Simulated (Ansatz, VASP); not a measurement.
## Na2YScC6N6: VASP beside Ansatz

```
Na Y Sc C N
1.0
     0.00000    5.83336    5.83336
     5.83336    0.00000    5.83336
     5.83336    5.83336    0.00000
Na Y Sc C N
2 1 1 6 6
Cartesian
  2.9167 2.9167 2.9167
  8.7500 8.7500 8.7500
  0.0000 0.0000 0.0000
  5.8334 5.8334 5.8334
  2.4711 5.8334 5.8334
  5.8334 2.4711 5.8334
  5.8334 5.8334 2.4711
  9.1956 5.8334 5.8334
  5.8334 9.1956 5.8334
  5.8334 5.8334 9.1956
  3.6517 5.8334 5.8334
  5.8334 3.6517 5.8334
  5.8334 5.8334 3.6517
  8.0150 5.8334 5.8334
  5.8334 8.0150 5.8334
  5.8334 5.8334 8.0150
```

Alike in both runs: functional PBE; k mesh 6 × 6 × 6; occupations gaussian, width 0.1 eV; no spin polarisation.

Ansatz relaxed the structure, and its values are those at the end. VASP's run is a single point on that final structure, the one shown.

|  | VASP | Ansatz |
| --- | --- | --- |
| version | VASP 6.6.1 | Ansatz 0.2.0 |
| potentials or method | VASP PAW PBE potentials, release 64 (Na_pv, Y_sv, Sc_sv, C, N), cutoff 520 eV | scalar-relativistic, plane waves, PAW |
| valence electrons in the cell | 90 | 94 |

```tsv
	VASP	Ansatz	Ansatz less VASP
gap on the k mesh at the Fermi level (eV)	none	none	-
pressure (GPa)	0.3	0.0	-0.31
rms of the force components (eV/Å)	0.171	0.001	-0.1701
```

A gap of «none» marks a metal or a gap that the smearing closes. One of these differences is far larger than is usual between the two programs; its cause wasn't traced. With one functional, cell and mesh, what is left measures potentials, basis and numerics. VASP's potentials hold 90 valence electrons a cell and Ansatz's 94, so a difference there can come from the potentials and not from the codes.

Noted on VASP's run: the standard files for N, O and F lose accuracy on very short bonds.
